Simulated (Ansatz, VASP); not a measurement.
**Sr2TeO in VASP and in Ansatz**

POSCAR

```
Sr2TeO
1.0
    2.0688328814      1.1944412210      7.0354503811
   -2.0688328814      1.1944412210      7.0354503811
    0.0000000000     -2.3888824420      7.0354503811
O Te Sr
1 1 2
Direct
    1.0000000000      0.0000000000      0.0000000000
    0.5000000000      0.5000000000      0.5000000000
    0.2681616538      0.2681616538      0.2681616538
    0.7318383462      0.7318383462      0.7318383462
```

Contents of INCAR.step1:

```
ALGO = Normal ; EDIFF = 1E-4
ENCUT = 520 ; GGA = PE
ISMEAR = 0 ; LASPH = True
LCHARG = False ; LREAL = False
LWAVE = True ; NBANDS = 24
NELM = 60 ; PREC = Accurate
SIGMA = 0.01
```

Contents of INCAR.step2:

```
ALGO = Normal ; EDIFF = 1E-6
ENCUT = 520 ; ISIF = 2
ISMEAR = 0 ; ISTART = 1
LASPH = True ; LCHARG = True
LELF = True ; LMIXTAU = True
LREAL = False ; LVHAR = True
LWAVE = False ; METAGGA = R2SCAN
NBANDS = 24 ; NELM = 60
PREC = Accurate ; SIGMA = 0.01
```

Contents of KPOINTS:

```
k-points
0
Gamma
  6 6 6
```

Input for Ansatz:

```yaml
crystal:
  lattice:
    - [2.0688328814, 1.194441221, 7.0354503811]
    - [-2.0688328814, 1.194441221, 7.0354503811]
    - [0.0, -2.388882442, 7.0354503811]
  atoms:
    - { symbol: O, position: [1.0, 0.0, 0.0] }
    - { symbol: Te, position: [0.5, 0.5, 0.5] }
    - { symbol: Sr, position: [0.2681616538, 0.2681616538, 0.2681616538] }
    - { symbol: Sr, position: [0.7318383462, 0.7318383462, 0.7318383462] }
kpoints:
  mp_grid: { grid: [6, 6, 6] }
hamiltonian:
  xc: r2scan
scf:
  occupations: { method: fixed }
  n_extra_bands: 5
output:
  forces: true
  stress: true
  eigenvalues: true
```

Alike in both runs: task single point; functional r2SCAN; k mesh 6 × 6 × 6; no spin polarisation.

|  | VASP | Ansatz |
| --- | --- | --- |
| version | VASP 6.6.1 | Ansatz 0.2.0 |
| potentials or method | VASP PAW PBE potentials, release 64 (O, Te, Sr_sv) | plane waves, PAW |
| plane-wave cutoff (eV) | 520 | 500 |
| occupations | gaussian, width 0.01 eV | fixed |
| valence electrons in the cell | 32 | 42 |

Ansatz gave:

```
gap on the k mesh at the Fermi level (eV) : 1.43
pressure (GPa)                            : 0.0
```

Problem. Estimate VASP's values.

Solution. gap on the k mesh at the Fermi level (eV): 1.39; pressure (GPa): 0.2.

VASP's potentials were made for PBE, not for r2SCAN. VASP's potentials hold 32 valence electrons a cell and Ansatz's 42, so a difference there can come from the potentials and not from the codes.

Spin-orbit coupling is off throughout.
